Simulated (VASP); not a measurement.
GdO, 2 atoms in the cell. The structure is cubic, space group F-43m (No. 216). Conventional cell: a = 5.400 Å, b = 5.400 Å, c = 5.400 Å, α = 90.00°, β = 90.00°, γ = 90.00°. Gd (site symmetry -43m) has 4 O at 2.34 Å within 3.1 Å. O (site symmetry -43m) has 4 Gd at 2.34 Å within 3.1 Å. 

- Program: VASP 6.6.1
- Task: single point
- Functional: PBE
- Potentials or basis: VASP PAW PBE potentials, release 64 (Gd, O)
- Cutoff: 520 eV
- k mesh: 7 × 7 × 7
- Occupations: fermi-dirac, width 0.05 eV
- Spin: collinear spin, ferromagnetic start
- Starting moments: [7.0, 0.0] μB
- Dipole correction: no
- Further INCAR settings: ALGO = Normal; EDIFF = 1e-06; NBANDS = 23

Potentials or basis: VASP PAW PBE potentials, release 64 (Gd, O).

The run is started by

```bash
$ cat potpaw_PBE.64/Gd/POTCAR potpaw_PBE.64/O/POTCAR > POTCAR
$ mpirun -np 1 vasp_std > vasp.out
```

Hardware: 1 thread of Intel Xeon 6975P-C, on a shared host.

**Question.** Estimate the wall time of this run.

**Answer.** It took 61 s on 1 thread of Intel Xeon 6975P-C, with other jobs on the host, peak memory 0.2 GiB. Counts: scf iterations 22, k points 20.
